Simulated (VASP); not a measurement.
# BP (F-43m) in VASP: further runs, part 2 of 2

VASP 6.6.1.

### Step 4. Single point, r2SCAN

This run uses another cell than the first one, of 11.67 Å³/atom, 1.020 times its volume.

POSCAR reads:

```
BP
1.0
    0.0000000000      2.2681830200      2.2681830200
    2.2681830200      0.0000000000      2.2681830200
    2.2681830200      2.2681830200      0.0000000000
B P
1 1
Direct
    0.0000000000      0.0000000000      0.0000000000
    0.2500000000      0.2500000000      0.2500000000
```

INCAR.step1 reads:

```
SYSTEM = BP
PREC     = Accurate       ! precision mode
ENCUT    = 520            ! plane-wave cutoff, eV
ISMEAR   = -1             ! smearing method
SIGMA    = 0.02           ! smearing width, eV
LREAL    = .False.        ! projectors in reciprocal space
LASPH    = .True.         ! aspherical terms in the spheres
NELM     = 80             ! most SCF steps
NBANDS   = 11             ! bands
GGA      = PE             ! functional
ALGO     = Normal         ! electronic algorithm
EDIFF    = 1E-4           ! SCF threshold, eV
LWAVE    = .True.         ! write WAVECAR
LCHARG   = .False.        ! write CHGCAR
```

INCAR.step2 reads:

```
SYSTEM = BP
PREC     = Accurate       ! precision mode
ENCUT    = 520            ! plane-wave cutoff, eV
EDIFF    = 1E-7           ! SCF threshold, eV
ISMEAR   = -1             ! smearing method
SIGMA    = 0.02           ! smearing width, eV
LREAL    = .False.        ! projectors in reciprocal space
LASPH    = .True.         ! aspherical terms in the spheres
NELM     = 80             ! most SCF steps
ALGO     = Normal         ! electronic algorithm
ISIF     = 2              ! what is computed and relaxed
LWAVE    = .False.        ! write WAVECAR
LCHARG   = .True.         ! write CHGCAR
METAGGA  = R2SCAN         ! meta-GGA
LMIXTAU  = .True.       
LELF     = .True.         ! ELF
LVHAR    = .True.       
NBANDS   = 11             ! bands
ISTART   = 1
```

KPOINTS reads:

```
regular mesh
0
Gamma
  10 10 10
  0 0 0
```

Potentials or basis: VASP PAW PBE potentials, release 64 (B, P).

Started as:

```bash
cat potpaw_PBE.64/B/POTCAR potpaw_PBE.64/P/POTCAR > POTCAR
cp INCAR.step1 INCAR
mpirun -np 1 vasp_std > vasp.out
cp INCAR.step2 INCAR
mpirun -np 1 vasp_std > vasp.out
```

OUTCAR:

```text
SYSTEM = BP
   PREC = Accurate
   ENCUT = 520
   EDIFF = 1E-7
   ISMEAR = -1
   LREAL = .False.
   LASPH = .True.
   NELM = 80
   ISIF = 2
   METAGGA = R2SCAN
   ISTART = 1

 ion  position               nearest neighbor table
   1  0.000  0.000  0.000-   2 1.96   2 1.96   2 1.96   2 1.96
   2  0.250  0.250  0.250-   1 1.96   1 1.96   1 1.96   1 1.96

  LATTYP: Found a face centered cubic cell.
 ALAT       =     4.5363660400

  Lattice vectors:

 A1 = (   0.0000000000,   2.2681830200,   2.2681830200)
 A2 = (   2.2681830200,   0.0000000000,   2.2681830200)
 A3 = (   2.2681830200,   2.2681830200,   0.0000000000)

Analysis of symmetry for initial positions (statically):
=====================================================================
 Subroutine PRICEL returns:
 Original cell was already a primitive cell.

 Routine SETGRP: Setting up the symmetry group for a
 face centered cubic supercell.

 Subroutine GETGRP returns: Found 24 space group operations
 (whereof 24 operations were pure point group operations)
 out of a pool of 48 trial point group operations.

The static configuration has the point symmetry T_d .

Analysis of symmetry for dynamics (positions and initial velocities):
=====================================================================
 Subroutine PRICEL returns:
 Original cell was already a primitive cell.

 Routine SETGRP: Setting up the symmetry group for a
 face centered cubic supercell.

 Subroutine GETGRP returns: Found 24 space group operations
 (whereof 24 operations were pure point group operations)
 out of a pool of 48 trial point group operations.

The dynamic configuration has the point symmetry T_d .

 Subroutine INISYM returns: Found 24 space group operations
 (whereof 24 operations are pure point group operations),
 and found     1 'primitive' translations

----------------------------------------------------------------------------------------
[... 113 lines left out ...]
     AMIX_MAG =   1.60;   BMIX_MAG =  1.00
  volume/ion in A,a.u.               =      11.67        78.75
  Fermi-wavevector in a.u.,A,eV,Ry     =   1.145733  2.165121 17.860422  1.312704
  Thomas-Fermi vector in A             =   2.282420
   LORBIT       =      0    0 simple, 1 ext, 2 COOP (PROOUT), +10 PAW based schemes
   METAGGA = R2SCAN    functional components
   LHFCALC =     F    Hartree Fock is set to
   AEXX    =    0.0000 exact exchange contribution
   IVDW    =     0    specifies the selected vdW correction
   LEPSILON=     F    determine dielectric tensor
   LRPA    =     F    only Hartree local field effects (RPA)
 non-spin polarized calculation
  energy-cutoff  :      520.00
  volume of cell :       23.34
 maximum number of plane-waves:       637
   NGX = 11   NGY = 11   NGZ = 11

 number of electron       8.0000000 magnetization

 Free energy of the ion-electron system (eV)
  ---------------------------------------------------
  ext. energy  EPLUGINS =         0.00000000
  ---------------------------------------------------
  free energy    TOTEN  =       -17.31132192 eV

  energy without entropy =      -17.31132192  energy(sigma->0) =      -17.31132192

 E-fermi :   7.7845     XC(G=0): -11.5057

 val. band max:        7.4018641854   @ k =   0.0000   0.0000   0.0000
 cond. band min:       8.8470155657   @ k =   0.4000   0.4000   0.0000
 fundamental gap:      1.4451513803
 Fermi energy:         7.7844833882

 k-point     1 :       0.0000    0.0000    0.0000
  band No.  band energies     occupation
      1      -8.8675      2.00000
      2       7.4019      2.00000
      3       7.4019      2.00000
      4       7.4019      2.00000
      5      11.0438      0.00000
      6      11.0438      0.00000
      7      11.0438      0.00000
      8      15.4296      0.00000
      9      19.8147      0.00000
     10      20.0517      0.00000
     11      20.0517      0.00000
[... 309 lines left out ...]
 k-point    24 :       0.4000    0.3000    0.0000
  band No.  band energies     occupation
      1      -5.7685      2.00000
      2       0.8769      2.00000
      3       3.1407      2.00000
      4       3.6860      2.00000
      5       9.4423      0.00000
      6      11.3508      0.00000
      7      17.5599      0.00000
      8      17.5680      0.00000
      9      22.4559      0.00000
     10      23.4380      0.00000
     11      25.5637      0.00000

 [... further k-points ...]
[... 5 lines left out ...]
  --------------------------------------------------------------------------------------
  -------------------------------------------------------------------------------------
  Total       -0.0708849     -0.0708849     -0.0708849     -0.0000000     -0.0000000      0.0000000
  in kB       -4.8663149     -4.8663149     -4.8663149     -0.0000000     -0.0000000      0.0000000
  external PRESSURE =      -4.8663149 kB  Pullay stress =       0.0000000 kB

 VOLUME and BASIS-vectors are now :
 -----------------------------------------------------------------------------
  energy-cutoff  :      520.00
  volume of cell :       23.34
      direct lattice vectors                 reciprocal lattice vectors
     0.000000000  2.268183020  2.268183020    -0.220440765  0.220440765  0.220440765
     2.268183020  0.000000000  2.268183020     0.220440765 -0.220440765  0.220440765
     2.268183020  2.268183020  0.000000000     0.220440765  0.220440765 -0.220440765

 POSITION                                       TOTAL-FORCE (eV/Angst)
 -----------------------------------------------------------------------------------
      0.00000      0.00000      0.00000         0.000000      0.000000      0.000000
      1.13409      1.13409      1.13409        -0.000000     -0.000000     -0.000000
 -----------------------------------------------------------------------------------
    total drift:                                0.000000      0.000000      0.000000

  FREE ENERGIE OF THE ION-ELECTRON SYSTEM (eV)
  ---------------------------------------------------
  free  energy   TOTEN  =       -17.3113219230 eV

  energy  without entropy=      -17.3113219230  energy(sigma->0) =      -17.31132192
```

OUTCAR.step1:

```text
SYSTEM = BP
   PREC = Accurate
   ENCUT = 520
   ISMEAR = -1
   LREAL = .False.
   LASPH = .True.
[... 556 lines left out ...]
      0.00000      0.00000      0.00000         0.000000      0.000000      0.000000
      1.13409      1.13409      1.13409        -0.000000     -0.000000     -0.000000
 -----------------------------------------------------------------------------------
    total drift:                                0.000000      0.000000      0.000000

  FREE ENERGIE OF THE ION-ELECTRON SYSTEM (eV)
  ---------------------------------------------------
  free  energy   TOTEN  =       -12.9303068936 eV

  energy  without entropy=      -12.9303068936  energy(sigma->0) =      -12.93030689
```

OSZICAR.step1:

```text
N       E                     dE             d eps       ncg     rms          rms(c)
DAV:   1     0.104429797886E+02    0.10443E+02   -0.40979E+03  1034   0.667E+02
DAV:   2    -0.129786316618E+02   -0.23422E+02   -0.22565E+02  1294   0.112E+02
DAV:   3    -0.136372774027E+02   -0.65865E+00   -0.65670E+00  1343   0.164E+01
DAV:   4    -0.136401357964E+02   -0.28584E-02   -0.28582E-02  1153   0.121E+00
DAV:   5    -0.136401500622E+02   -0.14266E-04   -0.14266E-04  1291   0.890E-02    0.722E+00
DAV:   6    -0.130287565435E+02    0.61139E+00   -0.13934E+00  1172   0.511E+00    0.389E+00
DAV:   7    -0.129376085796E+02    0.91148E-01   -0.23422E-01  1280   0.241E+00    0.133E+00
DAV:   8    -0.129297768190E+02    0.78318E-02   -0.26697E-02  1227   0.934E-01    0.193E-01
DAV:   9    -0.129300996406E+02   -0.32282E-03   -0.71545E-04  1201   0.181E-01    0.123E-01
DAV:  10    -0.129302962372E+02   -0.19660E-03   -0.24725E-04  1160   0.988E-02    0.283E-02
DAV:  11    -0.129303068936E+02   -0.10656E-04   -0.11125E-05   607   0.224E-02
   1 F= -.12930307E+02 E0= -.12930307E+02  d E =-.116536E-10
```

Run time: 50 s. Hardware: 1 thread of AMD EPYC 7R43 (Zen 3), shared host; peak memory 0.11 GiB.

What came out:

- Free energy: -17.3113 eV
- Pressure: -0.5 GPa
- Band gap on the k mesh: 1.45 eV, indirect (least direct gap 3.64 eV)

Levels at points of the mesh, in eV from the valence-band top:
| k point | band 1 | band 2 | band 3 | band 4 | band 5 | band 6 | band 7 | band 8 | band 9 |
| --- | --- | --- | --- | --- | --- | --- | --- | --- | --- |
| (0.00, 0.00, 0.00) | -16.27 | 0.00 | 0.00 | 0.00 | 3.64 | 3.64 | 3.64 | 8.03 | 12.41 |
| (0.50, 0.00, 0.00) | -12.77 | -9.51 | -1.87 | -1.87 | 4.14 | 5.03 | 5.03 | 10.92 | 15.49 |
| (0.50, 0.50, 0.00) | -11.10 | -9.13 | -4.35 | -4.35 | 1.54 | 1.91 | 13.07 | 13.07 | 16.41 |

Caveat: the PAW data sets were made with another functional, which shifts forces and pressure a little.
